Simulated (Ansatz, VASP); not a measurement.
WSe2: VASP beside Ansatz

```
CELL_PARAMETERS angstrom
3.31785 0.00000 0.00000
-1.65892 2.87334 0.00000
0.00000 0.00000 36.41831
ATOMIC_POSITIONS crystal
W 0.66667 0.33333 0.90611
W 0.66667 0.33333 0.28047
W 0.33333 0.66667 0.71953
W 0.33333 0.66667 0.09389
Se 0.33333 0.66667 0.95179
Se 0.33333 0.66667 0.32611
Se 0.66667 0.33333 0.76520
Se 0.66667 0.33333 0.13955
Se 0.33333 0.66667 0.86045
Se 0.33333 0.66667 0.23480
Se 0.66667 0.33333 0.67389
Se 0.66667 0.33333 0.04821
```

Alike in both runs: task single point; functional PBE; k mesh 6 × 6 × 1; occupations gaussian, width 0.1 eV; no spin polarisation.

|  | VASP | Ansatz |
| --- | --- | --- |
| version | VASP 6.6.1 | Ansatz 0.2.0 |
| potentials or method | VASP PAW PBE potentials, release 64 (W_sv, Se), cutoff 520 eV | scalar-relativistic, plane waves, PAW |
| valence electrons in the cell | 104 | 184 |

|  | VASP | Ansatz | Ansatz less VASP |
| --- | --- | --- | --- |
| gap on the k mesh at the Fermi level (eV) | 1.30 | 1.30 | +0.004 |
| least direct gap on the mesh (eV) | 1.47 | 1.47 | +0.003 |
| rms of the force components (eV/Å) | 0.145 | 0.124 | -0.0217 |

Atom by atom the forces differ by 0.022 eV/Å (rms over components). With one functional, cell and mesh, what is left measures potentials, basis and numerics. VASP's potentials hold 104 valence electrons a cell and Ansatz's 184, so a difference there can come from the potentials and not from the codes.

Neither program's run includes spin-orbit coupling.
